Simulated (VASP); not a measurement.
# SrO (Fm-3m) in VASP: settings compared, part 2 of 2

VASP 6.6.1. The steps go on from the part before.

### Step 4. Single point, b88 exchange, pbe correlation

This run uses another cell than the first one, of 17.24 Å³/atom.

File INCAR:

```
  PREC = Accurate
  ENCUT = 600
  EDIFF = 1E-6
  ISMEAR = 1
  SIGMA = 0.1
  LREAL = F
  LASPH = T
  NELM = 120
  ALGO = Normal
  ISIF = 2
  LWAVE = F
  LCHARG = T
  GGA = LIBXC
  LIBXC1 = GGA_X_B88
  LIBXC2 = GGA_C_PBE
  LELF = T
  LVHAR = T
  NBANDS = 15
  GGA_COMPAT = F
```

File KPOINTS:

```
regular mesh
0
Gamma
  9 9 9
```

File POSCAR:

```
SrO
1.0
    0.0000000000      2.5832958595      2.5832958595
    2.5832958595      0.0000000000      2.5832958595
    2.5832958595      2.5832958595      0.0000000000
Sr O
1 1
Direct
    0.5000000000      0.5000000000      0.5000000000
    0.0000000000      0.0000000000      0.0000000000
```

Potentials or basis: VASP PAW PBE potentials, release 64 (Sr_sv, O).

On the command line:

```console
> cat potpaw_PBE.64/Sr_sv/POTCAR potpaw_PBE.64/O/POTCAR > POTCAR
> mpirun -np 1 vasp_std > vasp.out
```

OUTCAR:

```text
PREC = Accurate
   ENCUT = 600
   EDIFF = 1E-6
   ISMEAR = 1
   LREAL = F
   LASPH = T
   NELM = 120
   ISIF = 2
   GGA = LIBXC

 ion  position               nearest neighbor table
   1  0.500  0.500  0.500-   2 2.58   2 2.58   2 2.58   2 2.58   2 2.58   2 2.58
   2  0.000  0.000  0.000-   1 2.58   1 2.58   1 2.58   1 2.58   1 2.58   1 2.58

  LATTYP: Found a face centered cubic cell.
 ALAT       =     5.1665917190

  Lattice vectors:

 A1 = (   0.0000000000,   2.5832958595,   2.5832958595)
 A2 = (   2.5832958595,   0.0000000000,   2.5832958595)
 A3 = (   2.5832958595,   2.5832958595,   0.0000000000)

Analysis of symmetry for initial positions (statically):
=====================================================================
 Subroutine PRICEL returns:
 Original cell was already a primitive cell.

 Routine SETGRP: Setting up the symmetry group for a
 face centered cubic supercell.

 Subroutine GETGRP returns: Found 48 space group operations
 (whereof 48 operations were pure point group operations)
 out of a pool of 48 trial point group operations.

The static configuration has the point symmetry O_h .

Analysis of symmetry for dynamics (positions and initial velocities):
=====================================================================
 Subroutine PRICEL returns:
 Original cell was already a primitive cell.

 Routine SETGRP: Setting up the symmetry group for a
 face centered cubic supercell.

 Subroutine GETGRP returns: Found 48 space group operations
 (whereof 48 operations were pure point group operations)
 out of a pool of 48 trial point group operations.

The dynamic configuration has the point symmetry O_h .

 Subroutine INISYM returns: Found 48 space group operations
 (whereof 48 operations are pure point group operations),
 and found     1 'primitive' translations

----------------------------------------------------------------------------------------

                                     Primitive cell

  volume of cell :      34.4788

  direct lattice vectors                    reciprocal lattice vectors
     0.000000000  2.583295860  2.583295860    -0.193551195  0.193551195  0.193551195
     2.583295860  0.000000000  2.583295860     0.193551195 -0.193551195  0.193551195
     2.583295860  2.583295860  0.000000000     0.193551195  0.193551195 -0.193551195

  length of vectors
     3.653332040  3.653332040  3.653332040     0.335240503  0.335240503  0.335240503

  position of ions in fractional coordinates (direct lattice)
     0.500000000  0.500000000  0.500000000
     0.000000000  0.000000000  0.000000000

  ion indices of the primitive-cell ions
   primitive index   ion index
                 1           1
                 2           2

----------------------------------------------------------------------------------------

 KPOINTS: regular mesh

Automatic generation of k-mesh.
 Grid dimensions read from file:
 generate k-points for:    9    9    9

 Generating k-lattice:

  Cartesian coordinates                     Fractional coordinates (reciprocal lattice)
    -0.021505688  0.021505688  0.021505688     0.111111111  0.000000000  0.000000000
[... 41 lines left out ...]
   k-points           NKPTS =     35   k-points in BZ     NKDIM =     35   number of bands    NBANDS=     15
   number of dos      NEDOS =    301   number of ions     NIONS =      2
   total plane-waves  NPLWV =  27000
   dimension x,y,z NGX =    30 NGY =   30 NGZ =   30
   dimension x,y,z NGXF=    60 NGYF=   60 NGZF=   60
   ions per type =               1   1
   NGX,Y,Z   is equivalent  to a cutoff of  13.65, 13.65, 13.65 a.u.
   NGXF,Y,Z  is equivalent  to a cutoff of  27.30, 27.30, 27.30 a.u.
 SYSTEM =  unknown system
   PREC   = accura    normal or accurate (medium, high low for compatibility)
   ISTART =      0    job   : 0-new  1-cont  2-samecut
   ICHARG =      2    charge: 1-file 2-atom 10-const
   ISPIN  =      1    spin polarized calculation?
   LNONCOLLINEAR =      F non collinear calculations
   LSORBIT =      F    spin-orbit coupling
   LASPH  =      T    aspherical Exc in radial PAW
   ENCUT  =  600.0 eV  44.10 Ry    6.64 a.u.   7.30  7.30  7.30*2*pi/ulx,y,z
   NELM   =    120;   NELMIN=  2; NELMDL= -5     # of ELM steps
   EDIFF  = 0.1E-05   stopping-criterion for ELM
   LREAL  =      F    real-space projection
   EDIFFG = 0.1E-04   stopping-criterion for IOM
   NSW    =      0    number of steps for IOM
   IBRION =     -1    ionic relax: 0-MD 1-quasi-New 2-CG
   NFREE  =      0    steps in history (QN), initial steepest desc. (CG)
   ISIF   =      2    stress and relaxation
   ISYM   =      2    0-nonsym 1-usesym 2-fastsym
   POTIM  = 0.5000    time-step for ionic-motion
   TEBEG  =    0.0;   TEEND  =   0.0 temperature during run
   PSTRESS=    0.0 pullay stress
   NELECT =      16.0000    total number of electrons
   NUPDOWN=      -1.0000    fix difference up-down
   EMIN   =  10.00;   EMAX   =-10.00  energy-range for DOS
   EFERMI =   0.00;   METHOD = LEGACY
   ISMEAR =     1;   SIGMA  =   0.10  broadening in eV -4-tet -1-fermi 0-gaus
   EFERMI_NEDOS =   21; number of points for ismear=-14 and -15
   IALGO  =     38    algorithm
   IMIX   =      4    mixing-type and parameters
     AMIX     =   0.40;   BMIX     =  1.00
     AMIX_MAG =   1.60;   BMIX_MAG =  1.00
  volume/ion in A,a.u.               =      17.24       116.34
  Fermi-wavevector in a.u.,A,eV,Ry     =   1.267450  2.395132 21.856784  1.606428
  Thomas-Fermi vector in A             =   2.400597
   LORBIT       =      0    0 simple, 1 ext, 2 COOP (PROOUT), +10 PAW based schemes
   GGA     = LIBXC    functional components
   LHFCALC =     F    Hartree Fock is set to
   AEXX    =    0.0000 exact exchange contribution
   IVDW    =     0    specifies the selected vdW correction
   LEPSILON=     F    determine dielectric tensor
   LRPA    =     F    only Hartree local field effects (RPA)
 non-spin polarized calculation
 Methfessel and Paxton  Order N= 1 SIGMA  =   0.10
  energy-cutoff  :      600.00
  volume of cell :       34.48
 maximum number of plane-waves:      1167
 NGX is ok and might be reduce to    30
   NGX = 15   NGY = 15   NGZ = 15

 number of electron      15.9999998 magnetization

 Free energy of the ion-electron system (eV)
  ---------------------------------------------------
  ext. energy  EPLUGINS =         0.00000000
  ---------------------------------------------------
  free energy    TOTEN  =       -11.82690883 eV

  energy without entropy =      -11.82783037  energy(sigma->0) =      -11.82721601

 E-fermi :   1.5516     XC(G=0):  -9.9822

 val. band max:        1.5447707960   @ k =   0.0000   0.0000   0.0000
 cond. band min:       4.9073753968   @ k =   0.4444   0.4444   0.0000
 fundamental gap:      3.3626046008
 Fermi energy:         1.5516297443

 k-point     1 :       0.0000    0.0000    0.0000
  band No.  band energies     occupation
      1     -30.9132      2.00000
      2     -13.5230      2.00000
      3     -12.5566      2.00000
      4     -12.5566      2.00000
      5     -12.5566      2.00000
      6       1.5448      1.11579
      7       1.5448      1.11579
      8       1.5448      1.11579
      9       5.4543      0.00000
     10       7.7469      0.00000
     11       7.7469      0.00000
     12       7.7469      0.00000
     13       9.8658      0.00000
     14       9.8658      0.00000
[... 401 lines left out ...]
      2     -13.8092      2.00000
      3     -13.0976      2.00000
      4     -12.8941      2.00000
      5     -12.8941      2.00000
      6       0.9839      2.00000
      7       1.4398      2.06687
      8       1.4398      2.06687
      9       4.9074      0.00000
     10       9.1353      0.00000
     11      11.5564      0.00000
     12      11.8181      0.00000
     13      12.3615      0.00000
     14      12.3615      0.00000
     15      15.4562      0.00000

 [... further k-points ...]

------------------------ aborting loop because EDIFF is reached ----------------------------------------

  FORCE on cell =-STRESS in cart. coord.  units (eV):
  Direction    XX          YY          ZZ          XY          YZ          ZX
  --------------------------------------------------------------------------------------
  -------------------------------------------------------------------------------------
  Total        0.3735576      0.3735576      0.3735576     -0.0000000      0.0000000      0.0000000
  in kB       17.3586394     17.3586394     17.3586394     -0.0000000      0.0000000      0.0000000
  external PRESSURE =      17.3586394 kB  Pullay stress =       0.0000000 kB

 VOLUME and BASIS-vectors are now :
 -----------------------------------------------------------------------------
  energy-cutoff  :      600.00
  volume of cell :       34.48
      direct lattice vectors                 reciprocal lattice vectors
     0.000000000  2.583295860  2.583295860    -0.193551195  0.193551195  0.193551195
     2.583295860  0.000000000  2.583295860     0.193551195 -0.193551195  0.193551195
     2.583295860  2.583295860  0.000000000     0.193551195  0.193551195 -0.193551195

 POSITION                                       TOTAL-FORCE (eV/Angst)
 -----------------------------------------------------------------------------------
      2.58330      2.58330      2.58330        -0.000000      0.000000      0.000000
      0.00000      0.00000      0.00000         0.000000      0.000000     -0.000000
 -----------------------------------------------------------------------------------
    total drift:                               -0.000000      0.000000      0.000000

  FREE ENERGIE OF THE ION-ELECTRON SYSTEM (eV)
  ---------------------------------------------------
  free  energy   TOTEN  =       -11.8269088314 eV

  energy  without entropy=      -11.8278303658  energy(sigma->0) =      -11.82721601
```

It took 14 s on 1 thread of AMD EPYC 9R45 (Zen 5), shared host; peak memory 0.15 GiB.

Results:

- Free energy: -11.8269 eV
- Pressure: 1.7 GPa
- Band gap on the k mesh: 3.36 eV (least direct gap 3.47 eV)

Caveat: the PAW data sets were made with another functional, which shifts forces and pressure a little; an odd mesh through Γ misses points on the zone boundary, where band edges can lie.

### Step 5. Overview

| cell | gap on the mesh (eV) | pressure (GPa) |
| --- | --- | --- |
| a = 3.605 Å, angles 60.0°, 2 atoms | 3.34 | 5.8 |
| a = 3.629 Å, angles 60.0°, 2 atoms | 3.35 | 3.6 |
| a = 3.653 Å, angles 60.0°, 2 atoms | 3.36 | 1.7 |

Alike in all rows: task single point; level b88 exchange, pbe correlation; potentials or basis VASP PAW PBE potentials, release 64 (Sr_sv, O); no spin polarisation; k mesh 9 × 9 × 9; cutoff (eV) 600; smearing methfessel-paxton 0.1 eV.

Caveats: the PAW data sets were made with another functional, which shifts forces and pressure a little; an odd mesh through Γ misses points on the zone boundary, where band edges can lie; the cell stands under pressure (at least some runs).

Absolute energies hang on the potentials; compare differences alone.
